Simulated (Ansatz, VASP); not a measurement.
**Ca2Zr2N in VASP and in Ansatz**

```
Ca Zr N
1.0
     4.41028    0.00000    0.00000
    -2.20514    3.81942    0.00000
     0.00000    0.00000    8.95168
Ca Zr N
2 2 1
Direct
  0.00000 0.00000 0.76513
  0.00000 0.00000 0.23487
  0.33333 0.66667 0.50000
  0.66667 0.33333 0.50000
  0.00000 0.00000 0.50000
```

Alike in both runs: functional PBE; k mesh 12 × 12 × 4; occupations gaussian, width 0.1 eV; no spin polarisation.

Ansatz relaxed the structure, and its values are those at the end. VASP's run is a single point on that final structure, the one shown.

|  | VASP | Ansatz |
| --- | --- | --- |
| version | VASP 6.6.1 | Ansatz 0.2.0 |
| potentials or method | VASP PAW PBE potentials, release 64 (Ca_sv, Zr_sv, N), cutoff 520 eV | scalar-relativistic, plane waves, PAW |
| valence electrons in the cell | 49 | 49 |

|  | VASP | Ansatz | Ansatz less VASP |
| --- | --- | --- | --- |
| gap on the k mesh at the Fermi level (eV) | none | none | - |
| pressure (GPa) | 0.1 | 0.0 | -0.11 |
| rms of the force components (eV/Å) | 0.012 | 0.001 | -0.0116 |

A gap of «none» marks a metal or a gap that the smearing closes.
